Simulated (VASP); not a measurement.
BaTiO3, 15 atoms in the cell. The cell holds a slab with vacuum, 15 atoms: a = 5.654 Å, b = 5.654 Å, c = 18.706 Å, α = 90.00°, β = 90.00°, γ = 120.00°. 

* Program: VASP 6.6.1
* Task: single point
* Functional: PBE
* Dispersion: D3(BJ)
* Potentials or basis: VASP PAW PBE potentials, release 64 (Ba_sv, Ti_sv, O)
* Cutoff: 520 eV
* k mesh: 2 × 2 × 1
* Occupations: fermi-dirac, width 0.05 eV
* Spin: no spin polarisation
* Dipole correction: no
* Further INCAR settings: LREAL = Auto; ALGO = Normal; EDIFF = 1e-06; NBANDS = 73

Potentials or basis: VASP PAW PBE potentials, release 64 (Ba_sv, Ti_sv, O).

Run with:

```sh
$ cat potpaw_PBE.64/Ba_sv/POTCAR potpaw_PBE.64/Ti_sv/POTCAR potpaw_PBE.64/O/POTCAR > POTCAR
$ mpirun -np 1 vasp_std > vasp.out
```

Hardware: 1 thread of Intel(R) Xeon(R) 6975P-C (Granite Rapids), with other jobs on the host.

Question: Estimate the wall time of this run.

Answer: Wall time 4.1 min on 1 thread of Intel(R) Xeon(R) 6975P-C (Granite Rapids), with other jobs on the host, peak memory 0.57 GiB. Counts: scf iterations 33, k points 4.
